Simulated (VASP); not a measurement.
Set up this calculation in VASP 6.6.1, as the native input.

* Task: single point
* Functional: PBE
* Potentials or basis: VASP PAW PBE potentials, release 64 (Na_pv, H)
* Cutoff: 520 eV
* k mesh: 8 × 8 × 8
* Occupations: gaussian, width 0.05 eV
* Spin: no spin polarisation
* Dipole correction: no
* Further INCAR settings: ALGO = Normal; EDIFF = 1e-06; NBANDS = 11

The structure of NaH lies in POSCAR:

```
NaH
1.0
    0.0000000000      2.4400000000      2.4400000000
    2.4400000000      0.0000000000      2.4400000000
    2.4400000000      2.4400000000      0.0000000000
Na H
1 1
Direct
   -0.0461065574     -0.0461065574      0.0461065574
    0.5000000000      0.5000000000      0.5000000000
```

This cell differs from its parent crystal: all Na atoms moved +0.225 Å, as atom 1 towards its neighbour atom 2 (H) at 2.440 Å.

These files were run (other wordings do the same):

INCAR

```
SYSTEM = NaH
PREC = Accurate
ENCUT = 520
EDIFF = 1E-6
ISMEAR = 0
SIGMA = 0.05
LREAL = .FALSE.
LASPH = .TRUE.
NELM = 80
ALGO = Normal
ISIF = 2
LWAVE = .FALSE.
LCHARG = .TRUE.
GGA = PE
LELF = .TRUE.
LVHAR = .TRUE.
NBANDS = 11
```

KPOINTS

```
Automatic mesh
0
G
  8 8 8
  0 0 0
```

Potentials or basis: VASP PAW PBE potentials, release 64 (Na_pv, H).

Command:

```console
$ cat potpaw_PBE.64/Na_pv/POTCAR potpaw_PBE.64/H/POTCAR > POTCAR
$ mpirun -np 1 vasp_std > vasp.out
```

It gave:

```json
{"Pressure": "-0.3 GPa", "Largest force": "0.211 eV/Å", "Band gap on the k mesh": "3.70 eV, indirect (least direct gap 4.55 eV)"}
```

Caveat: the cell differs from its parent crystal (all Na atoms moved +0.225 Å, as atom 1 towards its neighbour atom 2 (H) at 2.440 Å).

Run time: 14 s on 1 thread of Intel(R) Xeon(R) Platinum 8488C (Sapphire Rapids), with other jobs on the host, peak memory 0.15 GiB.
